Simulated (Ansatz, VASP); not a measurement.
## Rh in VASP and in Ansatz

The input POSCAR:

```
Rh
1.0
    0.0000000000      1.8730267500      1.9015500000
    1.8730267500      0.0000000000      1.9015500000
    1.8730267500      1.8730267500      0.0000000000
Rh
1
Direct
    0.0000000000      0.0000000000      0.0000000000
```

Contents of INCAR.step1:

```
PREC     = Accurate       # precision mode
ENCUT    = 520            # plane-wave cutoff, eV
ISMEAR   = 0              # smearing method
SIGMA    = 0.15           # smearing width, eV
LREAL    = False          # projectors in reciprocal space
LASPH    = True           # aspherical terms in the spheres
NELM     = 60             # most SCF steps
NBANDS   = 14             # bands
GGA      = PE             # functional
ALGO     = Normal         # electronic algorithm
EDIFF    = 1E-4           # SCF threshold, eV
LWAVE    = True           # write WAVECAR
LCHARG   = False          # write CHGCAR
```

The input INCAR.step2:

```
PREC     = Accurate       # precision mode
ENCUT    = 520            # plane-wave cutoff, eV
EDIFF    = 1E-6           # SCF threshold, eV
ISMEAR   = 0              # smearing method
SIGMA    = 0.15           # smearing width, eV
LREAL    = False          # projectors in reciprocal space
LASPH    = True           # aspherical terms in the spheres
NELM     = 60             # most SCF steps
ALGO     = Normal         # electronic algorithm
ISIF     = 2              # what is computed and relaxed
LWAVE    = False          # write WAVECAR
LCHARG   = False          # write CHGCAR
METAGGA  = R2SCAN         # meta-GGA
LMIXTAU  = True         
NBANDS   = 14             # bands
ISTART   = 1
```

File KPOINTS:

```
regular mesh
0
Gamma
  22 22 22
```

Input for Ansatz:

```yaml
crystal:
  lattice:
    - [0.0, 1.87302675, 1.90155]
    - [1.87302675, 0.0, 1.90155]
    - [1.87302675, 1.87302675, 0.0]
  atoms:
    - { symbol: Rh, position: [0.0, 0.0, 0.0] }
basis:
  ecutwfc: 500
kpoints:
  mp_grid: { grid: [22, 22, 22] }
hamiltonian:
  xc: r2scan
scf:
  occupations: { method: gaussian, width: 0.15 }
output:
  forces: true
  stress: true
  eigenvalues: true
```

Change from the starting cell: strain -0.015 along x and y, +0.000 along z, atoms carried along.

Alike in both runs: task single point; functional r2SCAN; k mesh 22 × 22 × 22; occupations gaussian, width 0.15 eV; no spin polarisation.

|  | VASP | Ansatz |
| --- | --- | --- |
| version | VASP 6.6.1 | Ansatz 0.2.0 |
| potentials or method | VASP PAW PBE potentials, release 64 (Rh_pv), cutoff 520 eV | scalar-relativistic, plane waves, PAW |
| valence electrons in the cell | 15 | 17 |

Ansatz gave:

```
gap on the k mesh at the Fermi level (eV)                     : none
pressure (GPa)                                                : 8.5
traceless stress, the component that is largest in VASP (GPa) : -2.71
```

Q: Estimate VASP's values.

A: gap on the k mesh at the Fermi level (eV): none; pressure (GPa): 9.9; traceless stress, the component that is largest in VASP (GPa): -2.72.

VASP's potentials were made for PBE, not for r2SCAN. A gap of «none» marks a metal or a gap that the smearing closes. With one functional, cell and mesh, what is left measures potentials, basis and numerics. VASP's potentials hold 15 valence electrons a cell and Ansatz's 17, so a difference there can come from the potentials and not from the codes.
